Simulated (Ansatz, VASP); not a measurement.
# Two plane-wave programs on Zr

```xyz
1
Lattice="2.9135 0.0000 0.0000 0.0000 2.9135 0.0000 0.0000 0.0000 2.9135" Properties=species:S:1:pos:R:3 pbc="T T T"
Zr    0.0000    0.0000    0.0000
```

Alike in both runs: task single point; functional PBE; k mesh 18 × 18 × 18; occupations fermi-dirac, width 0.1 eV; no spin polarisation.

|  | VASP | Ansatz |
| --- | --- | --- |
| version | VASP 6.6.1 | Ansatz 0.2.0 |
| potentials or method | VASP PAW PBE potentials, release 64 (Zr_sv), cutoff 520 eV | plane waves (420 eV) with PAW, scalar-relativistic |
| valence electrons in the cell | 12 | 12 |

|  | VASP | Ansatz | Ansatz less VASP |
| --- | --- | --- | --- |
| pressure (GPa) | 0.2 | 0.2 | -0.05 |

The functional is the same, so the differences come from potentials, cutoffs and numerics.
